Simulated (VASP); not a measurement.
# I (Cmce) in VASP: single point with HSE06

Aim: the single point of I with HSE06.

Program: VASP 6.6.1. These are calculated values, not measurements. Logs are shortened: lines on timing, memory, paths and dates and some standing lists are left out, and cuts for length are marked.

## (1) The cell of the first run

The structure is orthorhombic, space group Cmce (No. 64). Conventional cell: a = 8.621 Å, b = 4.669 Å, c = 9.989 Å, α = 90.00°, β = 90.00°, γ = 90.00°. Within 3.6 Å of I (site symmetry m) lie 3 I at 2.72 to 3.52 Å.

## (2) Single point, HSE06 (50.26 Å³/atom)

File POSCAR:

```
I
1.0
    4.3105459148     -2.3345519170      0.0000000000
    4.3105459148      2.3345519170      0.0000000000
    0.0000000000      0.0000000000      9.9885168637
I
4
Direct
    0.8564116517      0.1435883483      0.1182250445
    0.1435883483      0.8564116517      0.8817749555
    0.3564116517      0.6435883483      0.3817749555
    0.6435883483      0.3564116517      0.6182250445
```

File INCAR.step1:

```
SYSTEM = I
  PREC = Accurate
  ENCUT = 520
  EDIFF = 1E-5
  ISMEAR = 0
  SIGMA = 0.05
  LREAL = .False.
  LASPH = .True.
  NELM = 60
  ALGO = Normal
  ISIF = 2
  LWAVE = .True.
  NBANDS = 22
  GGA = PE
```

File INCAR.step2:

```
SYSTEM = I
  PREC = Accurate
  ENCUT = 520
  EDIFF = 1E-7
  ISMEAR = 0
  SIGMA = 0.05
  LREAL = .False.
  LASPH = .True.
  NELM = 60
  ALGO = Normal
  ISIF = 2
  LWAVE = .False.
  LCHARG = .True.
  GGA = PE
  LHFCALC = .True.
  HFSCREEN = 0.2079
  PRECFOCK = Normal
  LELF = .True.
  LVHAR = .True.
  NBANDS = 22
  ISTART = 1
```

File KPOINTS:

```
regular mesh
0
Gamma
  4 4 2
  0 0 0
```

Potentials or basis: VASP PAW PBE potentials, release 64 (I).

On the command line:

```
$ cat potpaw_PBE.64/I/POTCAR > POTCAR
$ cp INCAR.step1 INCAR
$ mpirun -np 1 vasp_std > vasp.out
$ cp INCAR.step2 INCAR
$ mpirun -np 1 vasp_std > vasp.out
```

OUTCAR:

```text
SYSTEM = I
   PREC = Accurate
   ENCUT = 520
   EDIFF = 1E-7
   ISMEAR = 0
   LREAL = .False.
   LASPH = .True.
   NELM = 60
   ISIF = 2
   GGA = PE
   LHFCALC = .True.
   HFSCREEN = 0.2079
   PRECFOCK = Normal
   ISTART = 1

 ion  position               nearest neighbor table
   1  0.856  0.144  0.118-   2 2.72   3 3.52   3 3.52
   2  0.144  0.856  0.882-   1 2.72   4 3.52   4 3.52
   3  0.356  0.644  0.382-   4 2.72   1 3.52   1 3.52
   4  0.644  0.356  0.618-   3 2.72   2 3.52   2 3.52

  LATTYP: Found a base centered orthorhombic cell.
 ALAT       =     4.6691038340
 B/A-ratio  =     1.8464125314
 C/A-ratio  =     2.1392792319

  Lattice vectors:

 A1 = (  -4.3105459148,  -2.3345519170,   0.0000000000)
 A2 = (   4.3105459148,  -2.3345519170,   0.0000000000)
 A3 = (   0.0000000000,   0.0000000000,   9.9885168637)

Analysis of symmetry for initial positions (statically):
=====================================================================
 Subroutine PRICEL returns:
 Original cell was already a primitive cell.

 Routine SETGRP: Setting up the symmetry group for a
 base centered orthorhombic supercell.

 Subroutine GETGRP returns: Found  8 space group operations
 (whereof  4 operations were pure point group operations)
 out of a pool of  8 trial point group operations.

The static configuration has the point symmetry C_2h.
 The point group associated with its full space group is D_2h.

Analysis of symmetry for dynamics (positions and initial velocities):
=====================================================================
 Subroutine PRICEL returns:
 Original cell was already a primitive cell.

 Routine SETGRP: Setting up the symmetry group for a
 base centered orthorhombic supercell.

 Subroutine GETGRP returns: Found  8 space group operations
 (whereof  4 operations were pure point group operations)
 out of a pool of  8 trial point group operations.

The dynamic configuration has the point symmetry C_2h.
 The point group associated with its full space group is D_2h.

 Subroutine INISYM returns: Found  8 space group operations
 (whereof  4 operations are pure point group operations),
 and found     1 'primitive' translations

----------------------------------------------------------------------------------------

                                     Primitive cell

  volume of cell :     201.0328

  direct lattice vectors                    reciprocal lattice vectors
     4.310545915 -2.334551917  0.000000000     0.115994589 -0.214173862  0.000000000
     4.310545915  2.334551917  0.000000000     0.115994589  0.214173862  0.000000000
     0.000000000  0.000000000  9.988516864     0.000000000  0.000000000  0.100114963

  length of vectors
     4.902136140  4.902136140  9.988516864     0.243567625  0.243567625  0.100114963

  position of ions in fractional coordinates (direct lattice)
     0.856411652  0.143588348  0.118225045
     0.143588348  0.856411652  0.881774955
     0.356411652  0.643588348  0.381774955
     0.643588348  0.356411652  0.618225045

  ion indices of the primitive-cell ions
   primitive index   ion index
                 1           1
                 2           2
                 3           3
                 4           4

----------------------------------------------------------------------------------------

 KPOINTS: regular mesh

Automatic generation of k-mesh.
 Grid dimensions read from file:
 generate k-points for:    4    4    2

 Generating k-lattice:

  Cartesian coordinates                     Fractional coordinates (reciprocal lattice)
     0.028998647 -0.053543465  0.000000000     0.250000000 -0.000000000  0.000000000
     0.028998647  0.053543465  0.000000000    -0.000000000  0.250000000  0.000000000
     0.000000000  0.000000000  0.050057482     0.000000000  0.000000000  0.500000000

  Length of vectors
     0.060891906  0.060891906  0.050057482

  Shift w.r.t. Gamma in fractional coordinates (k-lattice)
     0.000000000  0.000000000  0.000000000

 Subroutine IBZKPT returns following result:
 ===========================================

 Found     14 irreducible k-points:

 Following reciprocal coordinates:
            Coordinates               Weight
  0.000000  0.000000  0.000000      1.000000
  0.250000  0.000000  0.000000      4.000000
  0.500000  0.000000  0.000000      2.000000
  0.250000  0.250000  0.000000      2.000000
  0.500000  0.250000  0.000000      4.000000
 -0.250000  0.250000  0.000000      2.000000
  0.500000  0.500000  0.000000      1.000000
  0.000000  0.000000  0.500000      1.000000
  0.250000  0.000000  0.500000      4.000000
  0.500000  0.000000  0.500000      2.000000
  0.250000  0.250000  0.500000      2.000000
  0.500000  0.250000  0.500000      4.000000
 -0.250000  0.250000  0.500000      2.000000
  0.500000  0.500000  0.500000      1.000000
   k-points           NKPTS =     14   k-points in BZ     NKDIM =     32   number of bands    NBANDS=     22
   number of dos      NEDOS =    301   number of ions     NIONS =      4
   total plane-waves  NPLWV = 103680
   dimension x,y,z NGX =    36 NGY =   36 NGZ =   80
   dimension x,y,z NGXF=    72 NGYF=   72 NGZF=  160
   ions per type =               4
   NGX,Y,Z   is equivalent  to a cutoff of  12.21, 12.21, 13.31 a.u.
   NGXF,Y,Z  is equivalent  to a cutoff of  24.42, 24.42, 26.63 a.u.
 SYSTEM =  I
   PREC   = accura    normal or accurate (medium, high low for compatibility)
   ISTART =      1    job   : 0-new  1-cont  2-samecut
   ICHARG =      0    charge: 1-file 2-atom 10-const
   ISPIN  =      1    spin polarized calculation?
   LNONCOLLINEAR =      F non collinear calculations
   LSORBIT =      F    spin-orbit coupling
   LASPH  =      T    aspherical Exc in radial PAW
   ENCUT  =  520.0 eV  38.22 Ry    6.18 a.u.   9.11  9.11 18.57*2*pi/ulx,y,z
   NELM   =     60;   NELMIN=  2; NELMDL=  0     # of ELM steps
   EDIFF  = 0.1E-06   stopping-criterion for ELM
   LREAL  =      F    real-space projection
   EDIFFG = 0.1E-05   stopping-criterion for IOM
   NSW    =      0    number of steps for IOM
   IBRION =     -1    ionic relax: 0-MD 1-quasi-New 2-CG
   NFREE  =      0    steps in history (QN), initial steepest desc. (CG)
   ISIF   =      2    stress and relaxation
   ISYM   =      3    0-nonsym 1-usesym 2-fastsym
   POTIM  = 0.5000    time-step for ionic-motion
   TEBEG  =    0.0;   TEEND  =   0.0 temperature during run
   PSTRESS=    0.0 pullay stress
   NELECT =      28.0000    total number of electrons
   NUPDOWN=      -1.0000    fix difference up-down
   EMIN   =  10.00;   EMAX   =-10.00  energy-range for DOS
   EFERMI =   0.00;   METHOD = LEGACY
   ISMEAR =     0;   SIGMA  =   0.05  broadening in eV -4-tet -1-fermi 0-gaus
   EFERMI_NEDOS =   21; number of points for ismear=-14 and -15
   IALGO  =     38    algorithm
   IMIX   =      1    mixing-type and parameters
     AMIX     =   0.40;   BMIX     =  1.00
     AMIX_MAG =   1.60;   BMIX_MAG =  1.00
  volume/ion in A,a.u.               =      50.26       339.16
  Fermi-wavevector in a.u.,A,eV,Ry     =   0.848604  1.603630  9.797954  0.720129
  Thomas-Fermi vector in A             =   1.964294
   LORBIT       =      0    0 simple, 1 ext, 2 COOP (PROOUT), +10 PAW based schemes
   GGA     = PE    functional components
   LHFCALC =     T    Hartree Fock is set to
   PRECFOCK=normal    Normal, Fast or Accurate (Low or Medium for compatibility)
   ENCUT4O =  -1.0   cutoff for four orbital integrals eV
   NKREDX  =     1    reduce k-point grid by
   NKREDY  =     1    reduce k-point grid by
   NKREDZ  =     1    reduce k-point grid by
   AEXX    =    0.2500 exact exchange contribution
   HFSCREEN=    0.2079 screening length (either q_TF or 0.3 A-1)
   HFSCREENC=   0.2079 screening length for correlation (either q_TF or 0.3 A-1)
   ENCUTFOCK=  -1.0 apply spherical cutoff to Coloumb kernel
   IVDW    =     0    specifies the selected vdW correction
   LEPSILON=     F    determine dielectric tensor
   LRPA    =     F    only Hartree local field effects (RPA)
 non-spin polarized calculation
 Gauss-broadening in eV      SIGMA  =   0.05
  energy-cutoff  :      520.00
  volume of cell :      201.03
 maximum number of plane-waves:      5430
  NGX = 28; NGY = 28; NGZ = 60

 number of electron      28.0000000 magnetization

 Free energy of the ion-electron system (eV)
  ---------------------------------------------------
  ext. energy  EPLUGINS =         0.00000000
  ---------------------------------------------------
  free energy    TOTEN  =        -8.15702459 eV

  energy without entropy =       -8.15702459  energy(sigma->0) =       -8.15702459

 E-fermi :   0.7553     XC(G=0):  -6.0870

 val. band max:        0.4905102885   @ k =   0.0000   0.0000   0.0000
 cond. band min:       2.5369480478   @ k =   0.0000   0.0000   0.0000
 fundamental gap:      2.0464377593
 Fermi energy:         0.7553493427

 k-point     1 :       0.0000    0.0000    0.0000
  band No.  band energies     occupation
      1     -13.9353      2.00000
      2     -13.3992      2.00000
      3     -11.8720      2.00000
      4     -10.7939      2.00000
      5      -4.0779      2.00000
      6      -2.5777      2.00000
[... 14 lines left out ...]
     21       9.1207      0.00000
     22       9.2327      0.00000

 k-point     2 :       0.2500    0.0000    0.0000
  band No.  band energies     occupation
      1     -13.7749      2.00000
      2     -13.3796      2.00000
      3     -11.7296      2.00000
      4     -10.9816      2.00000
      5      -4.0786      2.00000
      6      -3.2290      2.00000
[... 14 lines left out ...]
     21       8.7200      0.00000
     22       9.0576      0.00000

 k-point     3 :       0.5000    0.0000    0.0000
  band No.  band energies     occupation
      1     -13.4814      2.00000
      2     -13.4814      2.00000
      3     -11.3823      2.00000
      4     -11.3823      2.00000
      5      -4.0290      2.00000
      6      -4.0290      2.00000
[... 14 lines left out ...]
     21       9.9748      0.00000
     22       9.9748      0.00000

 k-point     4 :       0.2500    0.2500    0.0000
  band No.  band energies     occupation
      1     -13.8866      2.00000
      2     -13.3639      2.00000
      3     -11.8268      2.00000
      4     -10.7824      2.00000
      5      -4.0260      2.00000
      6      -2.6238      2.00000
[... 14 lines left out ...]
     21       8.6522      0.00000
     22       8.6923      0.00000

 k-point     5 :       0.5000    0.2500    0.0000
  band No.  band energies     occupation
      1     -13.7184      2.00000
      2     -13.3477      2.00000
      3     -11.6759      2.00000
      4     -10.9811      2.00000
      5      -4.0261      2.00000
      6      -3.2958      2.00000
[... 14 lines left out ...]
     21       9.0151      0.00000
     22       9.5225      0.00000

 k-point     6 :      -0.2500    0.2500    0.0000
  band No.  band energies     occupation
      1     -13.4925      2.00000
      2     -13.4706      2.00000
      3     -11.4018      2.00000
      4     -11.3623      2.00000
      5      -4.0503      2.00000
      6      -3.9846      2.00000
[... 14 lines left out ...]
     21       9.3976      0.00000
     22       9.4475      0.00000

 k-point     7 :       0.5000    0.5000    0.0000
  band No.  band energies     occupation
      1     -13.8365      2.00000
      2     -13.3279      2.00000
      3     -11.7804      2.00000
      4     -10.7708      2.00000
      5      -3.9680      2.00000
      6      -2.7670      2.00000
[... 74 lines left out ...]
      6      -3.7305      2.00000
[... 14 lines left out ...]
     21      10.5529      0.00000
     22      10.5806      0.00000

 k-point    11 :       0.2500    0.2500    0.5000
  band No.  band energies     occupation
      1     -13.6732      2.00000
      2     -13.6732      2.00000
      3     -11.2742      2.00000
      4     -11.2742      2.00000
      5      -3.4055      2.00000
      6      -3.4055      2.00000
[... 14 lines left out ...]
     21       8.6477      0.00000
     22       8.6477      0.00000

 k-point    12 :       0.5000    0.2500    0.5000
  band No.  band energies     occupation
      1     -13.5577      2.00000
      2     -13.5577      2.00000
      3     -11.3109      2.00000
      4     -11.3109      2.00000
      5      -3.6445      2.00000
      6      -3.6445      2.00000
[... 14 lines left out ...]
     21       8.9266      0.00000
     22       8.9266      0.00000

 k-point    13 :      -0.2500    0.2500    0.5000
  band No.  band energies     occupation
      1     -13.4811      2.00000
      2     -13.4811      2.00000
      3     -11.3843      2.00000
      4     -11.3843      2.00000
      5      -3.7263      2.00000
      6      -3.7263      2.00000
[... 14 lines left out ...]
     21       8.5957      0.00000
     22       8.5957      0.00000

 k-point    14 :       0.5000    0.5000    0.5000
  band No.  band energies     occupation
      1     -13.6278      2.00000
      2     -13.6278      2.00000
      3     -11.2462      2.00000
      4     -11.2462      2.00000
      5      -3.3917      2.00000
      6      -3.3917      2.00000
[... 14 lines left out ...]
     21       8.9459      0.00000
     22       8.9459      0.00000

------------------------ aborting loop because EDIFF is reached ----------------------------------------

  FORCE on cell =-STRESS in cart. coord.  units (eV):
  Direction    XX          YY          ZZ          XY          YZ          ZX
  --------------------------------------------------------------------------------------
  -------------------------------------------------------------------------------------
  Total       -0.0310415     -0.0926716     -0.3096744      0.0000000      0.0000000      0.0000000
  in kB       -0.2473921     -0.7385679     -2.4680227      0.0000000      0.0000000      0.0000000
  external PRESSURE =      -1.1513276 kB  Pullay stress =       0.0000000 kB

 VOLUME and BASIS-vectors are now :
 -----------------------------------------------------------------------------
  energy-cutoff  :      520.00
  volume of cell :      201.03
      direct lattice vectors                 reciprocal lattice vectors
     4.310545915 -2.334551917  0.000000000     0.115994589 -0.214173862  0.000000000
     4.310545915  2.334551917  0.000000000     0.115994589  0.214173862  0.000000000
     0.000000000  0.000000000  9.988516864     0.000000000  0.000000000  0.100114963

 POSITION                                       TOTAL-FORCE (eV/Angst)
 -----------------------------------------------------------------------------------
      4.31055     -1.66412      1.18089         0.000000     -0.021504     -0.030131
      4.31055      1.66412      8.80762         0.000000      0.021504      0.030131
      4.31055      0.67043      3.81337         0.000000     -0.021504      0.030131
      4.31055     -0.67043      6.17515         0.000000      0.021504     -0.030131
 -----------------------------------------------------------------------------------
    total drift:                                0.000000      0.000000     -0.000000

  FREE ENERGIE OF THE ION-ELECTRON SYSTEM (eV)
  ---------------------------------------------------
  free  energy   TOTEN  =        -8.1570245857 eV

  energy  without entropy=       -8.1570245857  energy(sigma->0) =       -8.15702459
```

Wall time 85 min (1 thread of Intel Xeon Platinum 8259CL at 2.50GHz (Skylake/Cascade Lake), shared host); peak memory 0.47 GiB.

Results:

```yaml
Free_energy: -8.1570 eV
Pressure: -0.1 GPa
Largest_force: 0.037 eV/Å
Band_gap_on_the_k_mesh: 2.05 eV
```

Forces on the atoms (eV/Å):
```
I    0.000 -0.022 -0.030
I    0.000  0.022  0.030
I    0.000 -0.022  0.030
I    0.000  0.022 -0.030
```

Caveat: this functional lacks dispersion, which holds the molecules together, so the pressure and a relaxed volume are unreliable; the PAW data sets were made with another functional, which shifts forces and pressure a little; spin-orbit coupling is left out, which moves the levels of the heavy elements.
